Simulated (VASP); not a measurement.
Here is a VASP 6.6.1 calculation.

Contents of INCAR:

```
ALGO     = Normal         # electronic algorithm
EDIFF    = 1E-6           # SCF threshold, eV
ENCUT    = 520            # plane-wave cutoff, eV
GGA      = PE             # functional
ISIF     = 2              # what is computed and relaxed
ISMEAR   = -1             # smearing method
ISYM     = 0            
LASPH    = True           # aspherical terms in the spheres
LCHARG   = False          # write CHGCAR
LREAL    = False          # projectors in reciprocal space
LWAVE    = False          # write WAVECAR
NBANDS   = 45             # bands
NELM     = 100            # most SCF steps
PREC     = Accurate       # precision mode
SIGMA    = 0.3275         # smearing width, eV
```

File KPOINTS:

```
k-points
0
Gamma
  1 1 1
```

Contents of POSCAR:

```
Si3N4
1.0
    5.3378070000     -0.0461070000     -0.0620370000
   -0.0461070000      5.3190510000      0.1015160000
   -0.0620370000      0.1015160000      5.4132090000
Si N
6 8
Direct
    0.7942347948      0.1171273613      0.3321188306
    0.4015754853      0.6437279181      0.0633182379
    1.0751471617      0.6318827388      0.6353116416
    0.3451145340      0.1634975982      1.0407239492
    0.5917187716      0.5591809183      0.5069304820
    0.7511832036      0.0525567828      0.7470014178
    0.7708887293      0.4559899781      0.2934849450
    1.1382870649      1.1518345498      0.2670346330
    0.3099980136      0.6989730634      0.3484052430
    0.2053015469     -0.1182051072      0.8039898333
    0.8088626671      0.8316310301      0.4746972743
    0.5923543246     -0.0489804378      0.0180279726
    0.9146077588      0.3460687135      0.8388301671
    0.4969130869      0.2468168964      0.6626395052
```

Potentials or basis: VASP PAW PBE potentials, release 64 (Si, N).

The run is started by

```sh
$ cat potpaw_PBE.64/Si/POTCAR potpaw_PBE.64/N/POTCAR > POTCAR
$ mpirun -np 1 vasp_gam > vasp.out
```

Q: Estimate the pressure.

A: -6.8 GPa.

Q: Estimate the band gap on the k mesh.

A: 0.42 eV.

Q: Estimate the largest force.

A: 7.325 eV/Å.

Forces on the atoms (eV/Å):
```
Si   3.117  3.315 -5.741
Si   0.308  1.018 -2.311
Si   0.342  1.127 -1.105
Si  -2.258  0.290 -3.368
Si  -3.280 -0.701  0.648
Si   0.776  1.049  3.106
N   -0.640 -3.807 -2.478
N   -1.841 -0.265  0.349
N   -0.459 -2.440  4.600
N   -1.201 -2.845  1.056
N    0.551 -0.397  5.991
N    2.533 -0.624  2.859
N    2.472  2.250 -1.665
N   -0.422  2.029 -1.941
```

Caveat: the k points lie up to 1.18 Å⁻¹ apart.
